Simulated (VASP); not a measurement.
# Hf in VASP: a series of runs, part 2 of 2

VASP 6.6.1. Earlier steps stand in the parts before.

### Step 4. Single point, PBE

This run uses another cell than the first one, of 173.41 Å³/atom, 1.486 times its volume.

INCAR

```
SYSTEM = Hf
PREC = Accurate
ENCUT = 400
EDIFF = 1E-6
ISMEAR = 0
SIGMA = 0.1
LREAL = .FALSE.
LASPH = .TRUE.
NELM = 120
ALGO = Normal
ISIF = 2
LWAVE = .FALSE.
LCHARG = .TRUE.
LDIPOL = .TRUE.
IDIPOL = 3
DIPOL = 0.5 0.5 0.294
GGA = PE
LELF = .TRUE.
LVHAR = .TRUE.
LVACPOTAV = .TRUE.
NBANDS = 11
GGA_COMPAT = .FALSE.
NELMDL = -8
```

KPOINTS

```
Automatic mesh
0
G
  6 6 1
  0 0 0
```

POSCAR

```
Hf
1.0
    2.9005557727      0.0000000000      0.0000000000
   -1.4502778864      2.5119549843      0.0000000000
    0.0000000000      0.0000000000     23.8000000000
Hf
1
Direct
    0.0000000000      0.0000000000      0.2941176471
```

Potentials or basis: VASP PAW PBE potentials, release 64 (Hf_pv).

Launch:

```console
$ cat potpaw_PBE.64/Hf_pv/POTCAR > POTCAR
$ mpirun -np 1 vasp_std > vasp.out
```

OUTCAR:

```text
SYSTEM = Hf
   PREC = Accurate
   ENCUT = 400
   EDIFF = 1E-6
   ISMEAR = 0
   LREAL = .FALSE.
   LASPH = .TRUE.
   NELM = 120
   ISIF = 2
   GGA = PE
   NELMDL = -8

 ion  position               nearest neighbor table
   1  0.000  0.000  0.294-

  LATTYP: Found a hexagonal cell.
 ALAT       =     2.9005557727
 C/A-ratio  =     8.2053240362

  Lattice vectors:

 A1 = (   2.9005557727,   0.0000000000,   0.0000000000)
 A2 = (  -1.4502778864,   2.5119549843,   0.0000000000)
 A3 = (   0.0000000000,   0.0000000000,  23.8000000000)

Analysis of symmetry for initial positions (statically):
=====================================================================
 Subroutine PRICEL returns:
 Original cell was already a primitive cell.

 Routine SETGRP: Setting up the symmetry group for a
 hexagonal supercell.

 Subroutine GETGRP returns: Found 24 space group operations
 (whereof 12 operations were pure point group operations)
 out of a pool of 24 trial point group operations.

[... 155 lines left out ...]
 fundamental gap:      0.1164877220
 Fermi energy:        -3.0807618803

 k-point     1 :       0.0000    0.0000    0.0000
  band No.  band energies     occupation
      1     -33.9064      2.00000
      2     -32.9805      2.00000
      3     -32.9805      2.00000
      4      -8.7237      2.00000
      5      -3.5092      2.00000
      6      -2.9173      0.02081
      7      -1.2706      0.00000
      8      -1.2706      0.00000
      9       0.9293      0.00000
     10       1.1439      0.00000
     11       1.4984      0.00000
[... 71 lines left out ...]
 k-point     7 :       0.3333    0.3333    0.0000
  band No.  band energies     occupation
      1     -33.9294      2.00000
      2     -33.9294      2.00000
      3     -33.6707      2.00000
      4      -2.7551      0.00000
      5      -2.7551      0.00000
      6      -2.6965      0.00000
      7      -2.6965      0.00000
      8      -0.2802      0.00000
      9       5.1513      0.00000
     10       5.5666      0.00000
     11       5.8716      0.00000

------------------------ aborting loop because EDIFF is reached ----------------------------------------

  FORCE on cell =-STRESS in cart. coord.  units (eV):
  Direction    XX          YY          ZZ          XY          YZ          ZX
  --------------------------------------------------------------------------------------
  -------------------------------------------------------------------------------------
  Total       -0.1165983     -0.1165983     -0.0104630      0.0000000      0.0000000     -0.0000000
  in kB       -1.0772899     -1.0772899     -0.0966711      0.0000000      0.0000000     -0.0000000
  external PRESSURE =      -0.7504170 kB  Pullay stress =       0.0000000 kB

 VOLUME and BASIS-vectors are now :
 -----------------------------------------------------------------------------
  energy-cutoff  :      400.00
  volume of cell :      173.41
      direct lattice vectors                 reciprocal lattice vectors
     2.900555773  0.000000000  0.000000000     0.344761514  0.199048153  0.000000000
    -1.450277886  2.511954984  0.000000000     0.000000000  0.398096306  0.000000000
     0.000000000  0.000000000 23.800000000     0.000000000  0.000000000  0.042016807

 POSITION                                       TOTAL-FORCE (eV/Angst)
 -----------------------------------------------------------------------------------
      0.00000      0.00000      7.00000         0.000000      0.000000      0.000000
 -----------------------------------------------------------------------------------
    total drift:                                0.000000      0.000000     -0.000015

  FREE ENERGIE OF THE ION-ELECTRON SYSTEM (eV)
  ---------------------------------------------------
  free  energy   TOTEN  =        -7.8593444172 eV

  energy  without entropy=       -7.8466178803  energy(sigma->0) =       -7.85298115

 vacuum level on the upper side and lower side of the slab         1.267         1.267
```

stdout:

```text
POSCAR found type information on POSCAR Hf
 POSCAR found :  1 types and       1 ions
 scaLAPACK will be used
 LDA part: xc-table for (Slater+PW92), standard interpolation
 POSCAR, INCAR and KPOINTS ok, starting setup
 FFT: planning ... GRIDC
 FFT: planning ... GRID_SOFT
 FFT: planning ... GRID
 WAVECAR not read
 entering main loop
 -----------------------------------------------------------------------------
|                                                                             |
|           W    W    AA    RRRRR   N    N  II  N    N   GGGG   !!!           |
|           W    W   A  A   R    R  NN   N  II  NN   N  G    G  !!!           |
|           W    W  A    A  R    R  N N  N  II  N N  N  G       !!!           |
|           W WW W  AAAAAA  RRRRR   N  N N  II  N  N N  G  GGG   !            |
|           WW  WW  A    A  R   R   N   NN  II  N   NN  G    G                |
|           W    W  A    A  R    R  N    N  II  N    N   GGGG   !!!           |
|                                                                             |
|     Did not find any points to average over, which means that no vacuum     |
|     field-free region was found. Please increase the size of  your cell     |
|     in the dimension of the dipole correction to obtain accurate            |
|     workfunction values.                                                    |
|                                                                             |
 -----------------------------------------------------------------------------
```

It took 22 s on 1 thread of Intel Xeon 6975P-C (Granite Rapids), shared host; peak memory 0.22 GiB.

Results:

* Free energy: -7.8593 eV
* Band gap on the k mesh: zero (band 5 reaches -2.76 eV, above the bottom of band 6 at -3.32 eV)

Levels at points of the mesh, in eV from the Fermi level:
```
           k point  band 3  band 4  band 5  band 6  band 7  band 8
(0.00, 0.00, 0.00)  -29.90   -5.64   -0.43    0.16    1.81    1.81
(0.50, 0.00, 0.00)  -30.21   -2.93   -1.16    2.32    2.80    4.06
```

Caveat: the k points lie up to 0.42 Å⁻¹ apart; spin-orbit coupling is left out, which moves the levels of the heavy elements.
